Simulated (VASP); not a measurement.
# In2TeO2 (P4/mmm) in VASP: a series of runs, part 2 of 2

VASP 6.6.1. Earlier steps stand in the parts before.

## Step 3: Single point, PBE

This run uses another cell than the first one, of 22.60 Å³/atom.

Contents of INCAR:

```
SYSTEM = In2TeO2
PREC     = Accurate       ! precision mode
ENCUT    = 520            ! plane-wave cutoff, eV
EDIFF    = 1E-6           ! SCF threshold, eV
ISMEAR   = 0              ! smearing method
SIGMA    = 0.1            ! smearing width, eV
LREAL    = .False.        ! projectors in reciprocal space
LASPH    = .True.         ! aspherical terms in the spheres
NELM     = 80             ! most SCF steps
ALGO     = Normal         ! electronic algorithm
ISIF     = 2              ! what is computed and relaxed
LWAVE    = .False.        ! write WAVECAR
LCHARG   = .False.        ! write CHGCAR
GGA      = PE             ! functional
NBANDS   = 30             ! bands
```

Contents of KPOINTS:

```
regular mesh
0
Gamma
  10 10 6
  0 0 0
```

Contents of POSCAR:

```
In2TeO2
1.0
    4.1114226852      0.0000000000      0.0000000000
    0.0000000000      4.1114226852      0.0000000000
    0.0000000000      0.0000000000      6.6857981659
In Te O
2 1 2
Direct
    0.0000000000      0.0000000000      0.5000000000
    0.0000000000      0.0000000000      0.0000000000
    0.5000000000      0.5000000000      0.5000000000
    0.5000000000      0.5000000000      0.8005209237
    0.5000000000      0.5000000000      0.1994790763
```

Potentials or basis: VASP PAW PBE potentials, release 64 (In_d, Te, O).

The run is started by

```
cat potpaw_PBE.64/In_d/POTCAR potpaw_PBE.64/Te/POTCAR potpaw_PBE.64/O/POTCAR > POTCAR
mpirun -np 1 vasp_std > vasp.out
```

OUTCAR:

```text
SYSTEM = In2TeO2
   PREC = Accurate
   ENCUT = 520
   EDIFF = 1E-6
   ISMEAR = 0
   LREAL = .False.
   LASPH = .True.
   NELM = 80
   ISIF = 2
   GGA = PE

 ion  position               nearest neighbor table
   1  0.000  0.000  0.500-   3 2.91   3 2.91   3 2.91   3 2.91   2 3.34   2 3.34
   2  0.000  0.000  0.000-   1 3.34   1 3.34
   3  0.500  0.500  0.500-   4 2.01   5 2.01   1 2.91   1 2.91   1 2.91   1 2.91
   4  0.500  0.500  0.801-   3 2.01
   5  0.500  0.500  0.199-   3 2.01

  LATTYP: Found a simple tetragonal cell.
[... 996 lines left out ...]
  -------------------------------------------------------------------------------------
  Total       -0.0345938     -0.0345938      0.0076794      0.0000000      0.0000000     -0.0000000
  in kB       -0.4904237     -0.4904237      0.1088682      0.0000000      0.0000000     -0.0000000
  external PRESSURE =      -0.2906598 kB  Pullay stress =       0.0000000 kB

 VOLUME and BASIS-vectors are now :
 -----------------------------------------------------------------------------
  energy-cutoff  :      520.00
  volume of cell :      113.02
      direct lattice vectors                 reciprocal lattice vectors
     4.111422685  0.000000000  0.000000000     0.243224810  0.000000000  0.000000000
     0.000000000  4.111422685  0.000000000     0.000000000  0.243224810  0.000000000
     0.000000000  0.000000000  6.685798166     0.000000000  0.000000000  0.149570773

 POSITION                                       TOTAL-FORCE (eV/Angst)
 -----------------------------------------------------------------------------------
      0.00000      0.00000      3.34290         0.000000      0.000000      0.000000
      0.00000      0.00000      0.00000         0.000000      0.000000      0.000000
      2.05571      2.05571      3.34290         0.000000      0.000000      0.000000
      2.05571      2.05571      5.35212         0.000000     -0.000000      0.023997
      2.05571      2.05571      1.33368         0.000000      0.000000     -0.023997
 -----------------------------------------------------------------------------------
    total drift:                                0.000000     -0.000000      0.000000

  FREE ENERGIE OF THE ION-ELECTRON SYSTEM (eV)
  ---------------------------------------------------
  free  energy   TOTEN  =       -18.7391853626 eV

  energy  without entropy=      -18.7291573443  energy(sigma->0) =      -18.73417135
```

OSZICAR:

```text
N       E                     dE             d eps       ncg     rms          rms(c)
DAV:   1     0.452290043843E+03    0.45229E+03   -0.20224E+04  5040   0.167E+03
DAV:   2     0.470731853930E+02   -0.40522E+03   -0.38572E+03  5278   0.442E+02
DAV:   3    -0.206023843078E+02   -0.67676E+02   -0.64951E+02  6574   0.174E+02
DAV:   4    -0.243384530762E+02   -0.37361E+01   -0.37185E+01  5894   0.421E+01
DAV:   5    -0.244956433275E+02   -0.15719E+00   -0.15716E+00  6754   0.901E+00    0.188E+01
DAV:   6    -0.202226819339E+02    0.42730E+01   -0.48902E+01  6612   0.362E+01    0.164E+01
DAV:   7    -0.188389002832E+02    0.13838E+01   -0.13567E+01  6542   0.159E+01    0.523E+00
DAV:   8    -0.187361642079E+02    0.10274E+00   -0.14369E+00  5682   0.623E+00    0.161E+00
DAV:   9    -0.187376460755E+02   -0.14819E-02   -0.92096E-02  6674   0.188E+00    0.152E+00
DAV:  10    -0.187387497760E+02   -0.11037E-02   -0.55096E-03  7044   0.490E-01    0.118E+00
DAV:  11    -0.187392874499E+02   -0.53767E-03   -0.89623E-03  6256   0.454E-01    0.219E-01
DAV:  12    -0.187391827501E+02    0.10470E-03   -0.16734E-03  6248   0.169E-01    0.953E-02
DAV:  13    -0.187391805690E+02    0.21811E-05   -0.17858E-04  6190   0.788E-02    0.642E-02
DAV:  14    -0.187391849819E+02   -0.44129E-05   -0.33361E-05  6118   0.300E-02    0.211E-02
DAV:  15    -0.187391853626E+02   -0.38066E-06   -0.47037E-06  5442   0.175E-02
   1 F= -.18739185E+02 E0= -.18734171E+02  d E =-.100280E-01
```

It took 4.9 min on 1 thread of Intel Xeon 8259CL, shared host; peak memory 0.4 GiB.

What came out:

```
Free energy            : -18.7392 eV
Pressure               : 0.0 GPa
Largest force          : 0.024 eV/Å
Band gap on the k mesh : zero (bands 22 and 23 overlap by 1.88 eV)
```

Forces in eV/Å, atoms in the order of the input:
```
In   0.000  0.000  0.000
In   0.000  0.000  0.000
Te   0.000  0.000  0.000
O    0.000  0.000  0.024
O    0.000  0.000 -0.024
```

Caveat: spin-orbit coupling is left out, which moves the levels of the heavy elements.

## Step 4: Relaxation of cell and atoms, PBE

This run uses another cell than the first one, of 22.55 Å³/atom.

Contents of INCAR:

```
  ALGO = Normal
  EDIFF = 1E-7
  EDIFFG = -0.01
  ENCUT = 600
  GGA = PE
  IBRION = 2
  ISIF = 3
  ISMEAR = 0
  LASPH = True
  LCHARG = False
  LREAL = False
  LWAVE = False
  NELM = 60
  NSW = 100
  PREC = Accurate
  SIGMA = 0.1
```

Contents of KPOINTS:

```
k-points
0
Gamma
  10 10 6
```

Contents of POSCAR:

```
In2TeO2
1.0
    4.1094078608      0.0000000000      0.0000000000
    0.0000000000      4.1094078608      0.0000000000
    0.0000000000      0.0000000000      6.6777533879
In Te O
2 1 2
Direct
    0.0000000000      0.0000000000      0.5000000000
    0.0000000000      0.0000000000      0.0000000000
    0.5000000000      0.5000000000      0.5000000000
    0.5000000000      0.5000000000      0.8013007929
    0.5000000000      0.5000000000      0.1986992071
```

Potentials or basis: VASP PAW PBE potentials, release 64 (In_d, Te, O).

The run is started by

```
cat potpaw_PBE.64/In_d/POTCAR potpaw_PBE.64/Te/POTCAR potpaw_PBE.64/O/POTCAR > POTCAR
mpirun -np 1 vasp_std > vasp.out
```

OUTCAR:

```text
EDIFF = 1E-7
   EDIFFG = -0.01
   ENCUT = 600
   GGA = PE
   IBRION = 2
   ISIF = 3
   ISMEAR = 0
   LASPH = True
   LREAL = False
   NELM = 60
   NSW = 100
   PREC = Accurate

 ion  position               nearest neighbor table
   1  0.000  0.000  0.500-   3 2.91   3 2.91   3 2.91   3 2.91   2 3.34   2 3.34
   2  0.000  0.000  0.000-   1 3.34   1 3.34
   3  0.500  0.500  0.500-   4 2.01   5 2.01   1 2.91   1 2.91   1 2.91   1 2.91
   4  0.500  0.500  0.801-   3 2.01
   5  0.500  0.500  0.199-   3 2.01

  LATTYP: Found a simple tetragonal cell.
 ALAT       =     4.1094078608
 C/A-ratio  =     1.6249916324

  Lattice vectors:

 A1 = (   4.1094078608,   0.0000000000,   0.0000000000)
 A2 = (   0.0000000000,   4.1094078608,   0.0000000000)
 A3 = (   0.0000000000,   0.0000000000,   6.6777533879)

Analysis of symmetry for initial positions (statically):
=====================================================================
 Subroutine PRICEL returns:
 Original cell was already a primitive cell.

 Routine SETGRP: Setting up the symmetry group for a
 simple tetragonal supercell.

 Subroutine GETGRP returns: Found 16 space group operations
 (whereof 16 operations were pure point group operations)
 out of a pool of 16 trial point group operations.

The static configuration has the point symmetry D_4h.

Analysis of symmetry for dynamics (positions and initial velocities):
=====================================================================
 Subroutine PRICEL returns:
 Original cell was already a primitive cell.

 Routine SETGRP: Setting up the symmetry group for a
 simple tetragonal supercell.

 Subroutine GETGRP returns: Found 16 space group operations
 (whereof 16 operations were pure point group operations)
 out of a pool of 16 trial point group operations.

The dynamic configuration has the point symmetry D_4h.

 Subroutine INISYM returns: Found 16 space group operations
[... 129 lines left out ...]
   LHFCALC =     F    Hartree Fock is set to
   AEXX    =    0.0000 exact exchange contribution
   IVDW    =     0    specifies the selected vdW correction
   LEPSILON=     F    determine dielectric tensor
   LRPA    =     F    only Hartree local field effects (RPA)
 conjugate gradient relaxation of ions
 non-spin polarized calculation
 Gauss-broadening in eV      SIGMA  =   0.10
  energy-cutoff  :      600.00
  volume of cell :      112.77
 maximum number of plane-waves:      3784
 NGX is ok and might be reduce to    36
   NGX = 17   NGY = 17   NGZ = 27

--------------------------------------- Ionic step        1  -------------------------------------------

 number of electron      43.9999986 magnetization

 Free energy of the ion-electron system (eV)
  ---------------------------------------------------
  ext. energy  EPLUGINS =         0.00000000
  ---------------------------------------------------
  free energy    TOTEN  =       -18.74226110 eV

  energy without entropy =      -18.73229644  energy(sigma->0) =      -18.73727877

------------------------ aborting loop because EDIFF is reached ----------------------------------------

  FORCE on cell =-STRESS in cart. coord.  units (eV):
  Direction    XX          YY          ZZ          XY          YZ          ZX
  --------------------------------------------------------------------------------------
  -------------------------------------------------------------------------------------
  Total       -0.0258814     -0.0258814     -0.1227537      0.0000000      0.0000000      0.0000000
  in kB       -0.3677131     -0.3677131     -1.7440393      0.0000000      0.0000000      0.0000000
  external PRESSURE =      -0.8264885 kB  Pullay stress =       0.0000000 kB
[... 65 lines left out ...]
--------------------------------------- Ionic step        3  -------------------------------------------

 number of electron      43.9999985 magnetization

 Free energy of the ion-electron system (eV)
  ---------------------------------------------------
  ext. energy  EPLUGINS =         0.00000000
  ---------------------------------------------------
  free energy    TOTEN  =       -18.74231675 eV

  energy without entropy =      -18.73233975  energy(sigma->0) =      -18.73732825

 E-fermi :   4.7616     XC(G=0):  -9.3836

 val. band max:        4.7499524823   @ k =   0.2000   0.0000   0.3333
 cond. band min:       4.7824636961   @ k =   0.3000   0.0000   0.0000
 fundamental gap:      0.0325112138
 Fermi energy:         4.7616332183

 k-point     1 :       0.0000    0.0000    0.0000
  band No.  band energies     occupation
      1     -12.7939      2.00000
      2     -12.1317      2.00000
      3     -10.1015      2.00000
      4      -9.9426      2.00000
      5      -9.9276      2.00000
      6      -9.9243      2.00000
[... 685 lines left out ...]
     25       8.6408      0.00000
     26       9.4636      0.00000

 [... further k-points ...]

------------------------ aborting loop because EDIFF is reached ----------------------------------------

  FORCE on cell =-STRESS in cart. coord.  units (eV):
  Direction    XX          YY          ZZ          XY          YZ          ZX
  --------------------------------------------------------------------------------------
  -------------------------------------------------------------------------------------
  Total       -0.0078020     -0.0078020      0.0034472      0.0000000      0.0000000      0.0000000
  in kB       -0.1109476     -0.1109476      0.0490202      0.0000000      0.0000000      0.0000000
  external PRESSURE =      -0.0576250 kB  Pullay stress =       0.0000000 kB
[... 20 lines left out ...]
  FREE ENERGIE OF THE ION-ELECTRON SYSTEM (eV)
  ---------------------------------------------------
  free  energy   TOTEN  =       -18.7423167491 eV

  energy  without entropy=      -18.7323397515  energy(sigma->0) =      -18.73732825

 reached required accuracy - stopping structural energy minimisation
```

Wall time 15 min (1 thread of Intel Xeon 8259CL, shared host); peak memory 0.47 GiB.

What came out:

```yaml
Free_energy: -18.7423 eV
Relaxed_volume: 22.53 Å³/atom
Relaxed_cell: a = 4.109 Å, b = 4.109 Å, c = 6.674 Å, α = 90.00°, β = 90.00°, γ = 90.00°
Space_group_after_relaxing_to_0.1_Å: P4/mmm (No. 123)
Energy_gained_by_relaxing: 0.0 meV/atom
Ionic_steps: 3
Pressure_after_relaxing: 0.0 GPa
Largest_force_after_relaxing: 0.004 eV/Å
Band_gap_on_the_k_mesh: zero (bands 22 and 23 overlap by 1.90 eV)
```

Forces on the atoms (eV/Å):
```
In   0.000  0.000  0.000
In   0.000  0.000  0.000
Te   0.000  0.000  0.000
O    0.000  0.000  0.004
O    0.000  0.000 -0.004
```

Final structure:
```xyz
5
Lattice="4.1089 0.0000 0.0000 0.0000 4.1089 0.0000 0.0000 0.0000 6.6735" Properties=species:S:1:pos:R:3 pbc="T T T"
In    0.0000    0.0000    3.3368
In    0.0000    0.0000    6.6735
Te    2.0544    2.0544    3.3368
O     2.0544    2.0544    5.3469
O     2.0544    2.0544    1.3266
```

Caveat: spin-orbit coupling is left out, which moves the levels of the heavy elements.

## Step 5: The runs side by side

| task | cell | k mesh | cutoff (eV) | gap on the mesh (eV) | pressure (GPa) | relaxed volume (Å³/atom) | largest force (eV/Å) |
| --- | --- | --- | --- | --- | --- | --- | --- |
| relaxation of cell and atoms | relaxed from a = 4.840, b = 4.840, c = 4.849 Å, 5 atoms, atomic positions A | 4 × 4 × 4 | 600 | none | 0.0 | 23.98 | 0.04 |
| single point | a = 4.111, b = 4.111, c = 6.686 Å, 5 atoms, atomic positions B | 10 × 10 × 6 | 520 | none | 0.0 | - | 0.02 |
| relaxation of cell and atoms | relaxed from a = 4.109, b = 4.109, c = 6.678 Å, 5 atoms, atomic positions B | 10 × 10 × 6 | 600 | none | 0.0 | 22.53 | - |

Alike in all rows: level PBE; potentials or basis VASP PAW PBE potentials, release 64 (In_d, Te, O); no spin polarisation; smearing gaussian 0.1 eV.

Caveats: spin-orbit coupling is left out, which moves the levels of the heavy elements; a cell axis changed by over 15 % at a fixed basis, so the end point is rough (at least some runs).

Absolute energies hang on the potentials; compare differences alone.
